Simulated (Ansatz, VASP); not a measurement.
Tc in VASP and in Ansatz

```
CELL_PARAMETERS angstrom
2.70938 0.00000 0.00000
-1.35469 2.34639 0.00000
0.00000 0.00000 4.32924
ATOMIC_POSITIONS crystal
Tc 0.33333 0.66667 0.75000
Tc 0.66667 0.33333 0.25000
```

Alike in both runs: task single point; functional LDA; k mesh 18 × 18 × 10; occupations gaussian, width 0.05 eV; no spin polarisation.

|  | VASP | Ansatz |
| --- | --- | --- |
| version | VASP 6.6.1 | Ansatz 0.2.0 |
| potentials or method | VASP PAW LDA potentials, release 64 (Tc_pv), cutoff 520 eV | scalar-relativistic, plane waves, PAW |
| valence electrons in the cell | 26 | 30 |

|  | VASP | Ansatz | Ansatz less VASP |
| --- | --- | --- | --- |
| pressure (GPa) | 0.2 | 0.1 | -0.07 |
| traceless stress, the component that is largest in VASP (GPa) | -0.08 | -0.06 | +0.024 |

LDA's correlation is that of Perdew and Zunger in VASP and of Perdew and Wang (1992) in Ansatz. VASP's potentials hold 26 valence electrons a cell and Ansatz's 30, so a difference there can come from the potentials and not from the codes.
